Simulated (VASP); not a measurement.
# CdSe (Cadmoselite) (P6_3mc) in VASP: a series of runs

CdSe (Cadmoselite) is run at these levels: PBE, r2SCAN; tasks: single point, relaxation of the atoms.

All numbers are computed with VASP 6.6.1; they aren't measurements. Logs are shortened: lines on timing, memory, paths and dates and some standing lists are left out, and cuts for length are marked.

## Step 1: The cell of the first run

Symmetry: P6_3mc, No. 186, hexagonal system. The conventional cell has a = 4.300 Å, b = 4.300 Å, c = 7.020 Å, α = 90.00°, β = 90.00°, γ = 120.00°. Within 3.5 Å of Cd (site symmetry 3m) lie 4 Se at 2.63 Å. Se (site symmetry 3m) has 4 Cd at 2.63 Å within 3.5 Å.

## Step 2: Single point, PBE

The input, INCAR:

```
SYSTEM = CdSe
ALGO = Normal
EDIFF = 1E-6
ENCUT = 520
GGA = PE
ISIF = 2
ISMEAR = -1
LASPH = .TRUE.
LCHARG = .FALSE.
LREAL = .FALSE.
LWAVE = .FALSE.
NBANDS = 26
NELM = 100
PREC = Accurate
SIGMA = 0.01
```

The input, KPOINTS:

```
k-points
0
G
  9 9 5
  0 0 0
```

The input, POSCAR:

```
CdSe
1.0
    4.3000000000      0.0000000000      0.0000000000
   -2.1500000000      3.7239092363      0.0000000000
    0.0000000000      0.0000000000      7.0200000000
Cd Se
2 2
Direct
    0.3333333333      0.6666666667      0.0048634009
    0.6666666667      0.3333333333      0.5048634009
    0.3333333333      0.6666666667      0.3801365991
    0.6666666667      0.3333333333      0.8801365991
```

Potentials or basis: VASP PAW PBE potentials, release 64 (Cd, Se).

Command:

```console
cat potpaw_PBE.64/Cd/POTCAR potpaw_PBE.64/Se/POTCAR > POTCAR
mpirun -np 1 vasp_std > vasp.out
```

OUTCAR:

```text
SYSTEM = CdSe
   EDIFF = 1E-6
   ENCUT = 520
   GGA = PE
   ISIF = 2
   ISMEAR = -1
   LASPH = .TRUE.
   LREAL = .FALSE.
   NELM = 100
   PREC = Accurate

 ion  position               nearest neighbor table
   1  0.333  0.667  0.005-   4 2.63   4 2.63   4 2.63   3 2.63
   2  0.667  0.333  0.505-   3 2.63   3 2.63   3 2.63   4 2.63
   3  0.333  0.667  0.380-   2 2.63   2 2.63   2 2.63   1 2.63
   4  0.667  0.333  0.880-   1 2.63   1 2.63   1 2.63   2 2.63

  LATTYP: Found a hexagonal cell.
 ALAT       =     4.3000000000
 C/A-ratio  =     1.6325581395

  Lattice vectors:

 A1 = (   4.3000000000,   0.0000000000,   0.0000000000)
 A2 = (  -2.1500000000,   3.7239092363,   0.0000000000)
 A3 = (   0.0000000000,   0.0000000000,   7.0200000000)

Analysis of symmetry for initial positions (statically):
=====================================================================
 Subroutine PRICEL returns:
 Original cell was already a primitive cell.

 Routine SETGRP: Setting up the symmetry group for a
 hexagonal supercell.

 Subroutine GETGRP returns: Found 12 space group operations
 (whereof  6 operations were pure point group operations)
 out of a pool of 24 trial point group operations.

The static configuration has the point symmetry C_3v.
 The point group associated with its full space group is C_6v.

Analysis of symmetry for dynamics (positions and initial velocities):
=====================================================================
 Subroutine PRICEL returns:
 Original cell was already a primitive cell.

 Routine SETGRP: Setting up the symmetry group for a
 hexagonal supercell.

 Subroutine GETGRP returns: Found 12 space group operations
 (whereof  6 operations were pure point group operations)
 out of a pool of 24 trial point group operations.

The dynamic configuration has the point symmetry C_3v.
 The point group associated with its full space group is C_6v.

 Subroutine INISYM returns: Found 12 space group operations
 (whereof  6 operations are pure point group operations),
 and found     1 'primitive' translations

----------------------------------------------------------------------------------------

                                     Primitive cell

  volume of cell :     112.4099

[... 83 lines left out ...]
   PREC   = accura    normal or accurate (medium, high low for compatibility)
   ISTART =      0    job   : 0-new  1-cont  2-samecut
   ICHARG =      2    charge: 1-file 2-atom 10-const
   ISPIN  =      1    spin polarized calculation?
   LNONCOLLINEAR =      F non collinear calculations
   LSORBIT =      F    spin-orbit coupling
   LASPH  =      T    aspherical Exc in radial PAW
   ENCUT  =  520.0 eV  38.22 Ry    6.18 a.u.   8.00  8.00 13.05*2*pi/ulx,y,z
   NELM   =    100;   NELMIN=  2; NELMDL= -5     # of ELM steps
   EDIFF  = 0.1E-05   stopping-criterion for ELM
   LREAL  =      F    real-space projection
   EDIFFG = 0.1E-04   stopping-criterion for IOM
   NSW    =      0    number of steps for IOM
   IBRION =     -1    ionic relax: 0-MD 1-quasi-New 2-CG
   NFREE  =      0    steps in history (QN), initial steepest desc. (CG)
   ISIF   =      2    stress and relaxation
   ISYM   =      2    0-nonsym 1-usesym 2-fastsym
   POTIM  = 0.5000    time-step for ionic-motion
   TEBEG  =    0.0;   TEEND  =   0.0 temperature during run
   PSTRESS=    0.0 pullay stress
   NELECT =      36.0000    total number of electrons
   NUPDOWN=      -1.0000    fix difference up-down
   EMIN   =  10.00;   EMAX   =-10.00  energy-range for DOS
   EFERMI =   0.00;   METHOD = LEGACY
   ISMEAR =    -1;   SIGMA  =   0.01  broadening in eV -4-tet -1-fermi 0-gaus
   EFERMI_NEDOS =   21; number of points for ismear=-14 and -15
   IALGO  =     38    algorithm
   IMIX   =      4    mixing-type and parameters
     AMIX     =   0.40;   BMIX     =  1.00
     AMIX_MAG =   1.60;   BMIX_MAG =  1.00
  volume/ion in A,a.u.               =      28.10       189.64
  Fermi-wavevector in a.u.,A,eV,Ry     =   1.120059  2.116604 17.068937  1.254531
  Thomas-Fermi vector in A             =   2.256702
   LORBIT       =      0    0 simple, 1 ext, 2 COOP (PROOUT), +10 PAW based schemes
   GGA     = PE    functional components
   LHFCALC =     F    Hartree Fock is set to
   AEXX    =    0.0000 exact exchange contribution
   IVDW    =     0    specifies the selected vdW correction
   LEPSILON=     F    determine dielectric tensor
   LRPA    =     F    only Hartree local field effects (RPA)
 non-spin polarized calculation
  energy-cutoff  :      520.00
  volume of cell :      112.41
 maximum number of plane-waves:      3047
 NGX is ok and might be reduce to    32
   NGX = 15   NGY = 15   NGZ = 27

 number of electron      35.9999992 magnetization

 Free energy of the ion-electron system (eV)
  ---------------------------------------------------
  ext. energy  EPLUGINS =         0.00000000
  ---------------------------------------------------
  free energy    TOTEN  =       -10.92622780 eV

  energy without entropy =      -10.92622780  energy(sigma->0) =      -10.92622780

 E-fermi :   1.2107     XC(G=0):  -8.8841

 val. band max:        0.9546509811   @ k =   0.0000   0.0000   0.0000
 cond. band min:       1.6211498064   @ k =   0.0000   0.0000   0.0000
 fundamental gap:      0.6664988253
 Fermi energy:         1.2106784562

 k-point     1 :       0.0000    0.0000    0.0000
  band No.  band energies     occupation
      1     -11.6530      2.00000
      2     -11.2745      2.00000
      3      -6.9793      2.00000
      4      -6.9698      2.00000
      5      -6.9698      2.00000
      6      -6.9011      2.00000
[... 685 lines left out ...]
     25       9.4343      0.00000
     26       9.4343      0.00000

 [... further k-points ...]
[... 5 lines left out ...]
  --------------------------------------------------------------------------------------
  -------------------------------------------------------------------------------------
  Total        2.2392894      2.2392894      2.3157203      0.0000000     -0.0000000      0.0000000
  in kB       31.9165655     31.9165655     33.0059343      0.0000000     -0.0000000      0.0000000
  external PRESSURE =      32.2796884 kB  Pullay stress =       0.0000000 kB

 VOLUME and BASIS-vectors are now :
 -----------------------------------------------------------------------------
  energy-cutoff  :      520.00
  volume of cell :      112.41
      direct lattice vectors                 reciprocal lattice vectors
     4.300000000  0.000000000  0.000000000     0.232558140  0.134267504  0.000000000
    -2.150000000  3.723909236  0.000000000     0.000000000  0.268535009  0.000000000
     0.000000000  0.000000000  7.020000000     0.000000000  0.000000000  0.142450142

 POSITION                                       TOTAL-FORCE (eV/Angst)
 -----------------------------------------------------------------------------------
     -0.00000      2.48261      0.03414        -0.000000      0.000000     -0.008719
      2.15000      1.24130      3.54414         0.000000     -0.000000     -0.008719
     -0.00000      2.48261      2.66856         0.000000     -0.000000      0.008719
      2.15000      1.24130      6.17856        -0.000000      0.000000      0.008719
 -----------------------------------------------------------------------------------
    total drift:                               -0.000000     -0.000000      0.000156

  FREE ENERGIE OF THE ION-ELECTRON SYSTEM (eV)
  ---------------------------------------------------
  free  energy   TOTEN  =       -10.9262278023 eV

  energy  without entropy=      -10.9262278023  energy(sigma->0) =      -10.92622780
```

Wall time 72 s (1 thread of Intel Xeon 6975P-C, shared host); peak memory 0.28 GiB.

Results:

- Free energy: -10.9262 eV
- Pressure: 3.2 GPa
- Largest force: 0.009 eV/Å
- Band gap on the k mesh: 0.67 eV, direct

Forces in eV/Å, atoms in the order of the input:
```
Cd   0.000  0.000 -0.009
Cd   0.000  0.000 -0.009
Se   0.000  0.000  0.009
Se   0.000  0.000  0.009
```

Expect the measured gap to be larger: semilocal functionals such as PBE lack the derivative discontinuity.

## Step 3: Single point, r2SCAN

The input, POSCAR:

```
CdSe
1.0
    4.3000000000      0.0000000000      0.0000000000
   -2.1500000000      3.7239092363      0.0000000000
    0.0000000000      0.0000000000      7.0200000000
Cd Se
2 2
Direct
    0.3333333333      0.6666666667      0.0048065016
    0.6666666667      0.3333333333      0.5048065016
    0.3333333333      0.6666666667      0.3801934984
    0.6666666667      0.3333333333      0.8801934984
```

The input, INCAR.step1:

```
ALGO = Normal
EDIFF = 1E-4
ENCUT = 520
GGA = PE
ISMEAR = -1
LASPH = T
LCHARG = F
LREAL = F
LWAVE = T
NBANDS = 26
NELM = 60
PREC = Accurate
SIGMA = 0.01
```

The input, INCAR.step2:

```
ALGO = Normal
EDIFF = 1E-7
ENCUT = 520
ISIF = 2
ISMEAR = -1
ISTART = 1
LASPH = T
LCHARG = F
LMIXTAU = T
LREAL = F
LWAVE = F
METAGGA = R2SCAN
NBANDS = 26
NELM = 60
PREC = Accurate
SIGMA = 0.01
```

The input, KPOINTS:

```
k-points
0
Gamma
  9 9 5
```

Potentials or basis: VASP PAW PBE potentials, release 64 (Cd, Se).

Command:

```console
cat potpaw_PBE.64/Cd/POTCAR potpaw_PBE.64/Se/POTCAR > POTCAR
cp INCAR.step1 INCAR
mpirun -np 1 vasp_std > vasp.out
cp INCAR.step2 INCAR
mpirun -np 1 vasp_std > vasp.out
```

Wall time 5 min (1 thread of Intel Xeon 6975P-C, shared host); peak memory 0.3 GiB.

The run converged. Its results:

```
Free energy            : -71.8142 eV
Pressure               : 1.7 GPa
Largest force          : 0.006 eV/Å
Band gap on the k mesh : 1.16 eV, direct
```

Forces in eV/Å, atoms in the order of the input:
```
Cd   0.000  0.000 -0.006
Cd   0.000  0.000 -0.006
Se   0.000  0.000  0.006
Se   0.000  0.000  0.006
```

Levels at points of the mesh, in eV from the valence-band top:
```
           k point  band 14  band 15  band 16  band 17  band 18  band 19  band 20  band 21  band 22  band 23
(0.00, 0.00, 0.00)    -0.78    -0.78    -0.05     0.00     0.00     1.16     2.68     6.38     6.38     6.68
```

Caveat: the PAW data sets were made with another functional, which shifts forces and pressure a little.

## Step 4: Relaxation of the atoms, PBE

The input, INCAR:

```
SYSTEM = CdSe
  PREC = Accurate
  ENCUT = 520
  EDIFF = 1E-6
  ISMEAR = -1
  SIGMA = 0.01
  LREAL = .FALSE.
  LASPH = .TRUE.
  NELM = 80
  ALGO = Normal
  ISIF = 2
  LWAVE = .FALSE.
  LCHARG = .FALSE.
  GGA = PE
  IBRION = 2
  NSW = 80
  EDIFFG = -0.02
```

The input, KPOINTS:

```
regular mesh
0
G
  9 9 5
  0 0 0
```

The input, POSCAR:

```
CdSe
1.0
    4.3000000000      0.0000000000      0.0000000000
   -2.1500000000      3.7239092363      0.0000000000
    0.0000000000      0.0000000000      7.0200000000
Cd Se
2 2
Direct
    0.3333333333      0.6666666667      0.0000000000
    0.6666666667      0.3333333333      0.5000000000
    0.3333333333      0.6666666667      0.3850000000
    0.6666666667      0.3333333333      0.8850000000
```

Command:

```console
cat potpaw_PBE.64/Cd/POTCAR potpaw_PBE.64/Se/POTCAR > POTCAR
mpirun -np 1 vasp_std > vasp.out
```

Run time: 4.5 min. Hardware: 1 thread of AMD EPYC 7R13, shared host; peak memory 0.24 GiB.

Results (log left out):

```yaml
Free_energy: -10.9262 eV
Energy_gained_by_relaxing: 5.1 meV/atom
Ionic_steps: 3
Pressure_after_relaxing: 3.2 GPa
Largest_force_after_relaxing: 0.006 eV/Å
Band_gap_on_the_k_mesh: 0.67 eV, direct
```

Forces on the atoms (eV/Å):
```
Cd   0.000  0.000 -0.006
Cd   0.000  0.000 -0.006
Se   0.000  0.000  0.006
Se   0.000  0.000  0.006
```

Stress tensor (GPa, compression positive):
```
3.21 0.00 0.00
0.00 3.21 0.00
0.00 0.00 3.30
```

The path:
```tsv
step	energy change (eV)	largest force (eV/Å)	pressure (GPa)
1	0.0000	0.2909	3.33
2	-0.0132	0.1782	3.28
3	-0.0203	0.0060	3.24
```

Final structure:
```xyz
4
Lattice="4.3000 0.0000 0.0000 -2.1500 3.7239 0.0000 0.0000 0.0000 7.0200" Properties=species:S:1:pos:R:3 pbc="T T T"
Cd    0.0000    2.4826    0.0338
Cd    2.1500    1.2413    3.5438
Se    0.0000    2.4826    2.6689
Se    2.1500    1.2413    6.1789
```

Levels at points of the mesh, in eV from the valence-band top:
| k point | band 14 | band 15 | band 16 | band 17 | band 18 | band 19 | band 20 | band 21 | band 22 |
| --- | --- | --- | --- | --- | --- | --- | --- | --- | --- |
| (0.00, 0.00, 0.00) | -0.77 | -0.77 | -0.05 | 0.00 | 0.00 | 0.67 | 2.21 | 5.86 | 5.86 |

## Step 5: Summary

| task | level | cell | gap on the mesh (eV) | pressure (GPa) | largest force (eV/Å) |
| --- | --- | --- | --- | --- | --- |
| single point | PBE | as given | 0.67 | 3.2 | 0.01 |
| single point | r2SCAN | as given | 1.16 | 1.7 | 0.01 |
| relaxation of the atoms | PBE | atoms relaxed | 0.67 | 3.2 | 0.01 |

Alike in all rows: potentials or basis VASP PAW PBE potentials, release 64 (Cd, Se); no spin polarisation; k mesh 9 × 9 × 5; cutoff (eV) 520; smearing fermi-dirac 0.01 eV.

Caveats: the PAW data sets were made with another functional, which shifts forces and pressure a little (some runs).

Absolute energies hang on the potentials; compare differences alone.
